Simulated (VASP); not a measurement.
A run of VASP 6.6.1:

The input INCAR:

```
PREC = Accurate
ENCUT = 520
EDIFF = 1E-8
ISMEAR = -1
SIGMA = 0.03
LREAL = F
LASPH = T
NELM = 60
ALGO = Normal
ISIF = 2
LWAVE = F
LCHARG = F
GGA = PE
LEFG = T
NBANDS = 35
```

Contents of KPOINTS:

```
Automatic mesh
0
Gamma
  10 10 3
```

Contents of POSCAR:

```
MoS2
1.0
    3.1610016016      0.0000000000      0.0000000000
   -1.5805008008      2.7375076884      0.0000000000
    0.0000000000      0.0000000000     11.9261500000
Mo S
2 4
Direct
    0.3333333333      0.6666666667      0.2500000000
    0.6666666667      0.3333333333      0.7500000000
    0.3333333333      0.6666666667      0.6275000000
    0.6666666667      0.3333333333      0.1275000000
    0.3333333333      0.6666666667      0.8725000000
    0.6666666667      0.3333333333      0.3725000000
```

Potentials or basis: VASP PAW PBE potentials, release 64 (Mo_sv, S).

Launch:

```bash
$ cat potpaw_PBE.64/Mo_sv/POTCAR potpaw_PBE.64/S/POTCAR > POTCAR
$ mpirun -np 1 vasp_std > vasp.out
```

Hardware: 1 thread of AMD EPYC 9R45 96-Core Processor (Zen 5), on a shared host.

Estimate the wall time of this run.

Wall time 47 s on 1 thread of AMD EPYC 9R45 96-Core Processor (Zen 5), on a shared host, peak memory 0.22 GiB. Counts: scf iterations 17, k points 28.
